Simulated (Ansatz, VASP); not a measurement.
## Cu in VASP and in Ansatz

INCAR

```
SYSTEM = Cu
ALGO = Normal ; EDIFF = 1E-6
ENCUT = 520 ; GGA = PE
ISIF = 2 ; ISMEAR = 0
LASPH = .True. ; LCHARG = .False.
LREAL = .False. ; LWAVE = .False.
NBANDS = 12 ; NELM = 60
PREC = Accurate ; SIGMA = 0.15
```

The input KPOINTS:

```
k-points
0
Gamma
  22 22 22
  0 0 0
```

File POSCAR:

```
Cu
1.0
    0.0000000000      1.8075000000      1.7803875000
    1.8075000000      0.0000000000      1.7803875000
    1.8075000000      1.8075000000      0.0000000000
Cu
1
Direct
    0.0000000000      0.0000000000      0.0000000000
```

Input for Ansatz:

```yaml
crystal:
  lattice:
    - [0.0, 1.8075, 1.7803875]
    - [1.8075, 0.0, 1.7803875]
    - [1.8075, 1.8075, 0.0]
  atoms:
    - { symbol: Cu, position: [0.0, 0.0, 0.0] }
basis:
  ecutwfc: 420
kpoints:
  mp_grid: { grid: [22, 22, 22] }
hamiltonian:
  xc: pbe
scf:
  occupations: { method: gaussian, width: 0.15 }
output:
  forces: true
  stress: true
  eigenvalues: true
```

Change from the starting cell: strain +0.000 along x and y, -0.015 along z, atoms carried along.

Alike in both runs: task single point; functional PBE; k mesh 22 × 22 × 22; occupations gaussian, width 0.15 eV; no spin polarisation.

|  | VASP | Ansatz |
| --- | --- | --- |
| version | VASP 6.6.1 | Ansatz 0.2.0 |
| potentials or method | VASP PAW PBE potentials, release 64 (Cu), cutoff 520 eV | scalar-relativistic, plane waves, PAW |
| valence electrons in the cell | 11 | 19 |

|  | VASP | Ansatz | Ansatz less VASP |
| --- | --- | --- | --- |
| gap on the k mesh at the Fermi level (eV) | none | none | - |
| pressure (GPa) | 4.7 | 4.1 | -0.53 |
| traceless stress, the component that is largest in VASP (GPa) | 0.58 | 0.59 | +0.006 |

A gap of «none» marks a metal or a gap that the smearing closes. VASP's potentials hold 11 valence electrons a cell and Ansatz's 19, so a difference there can come from the potentials and not from the codes.
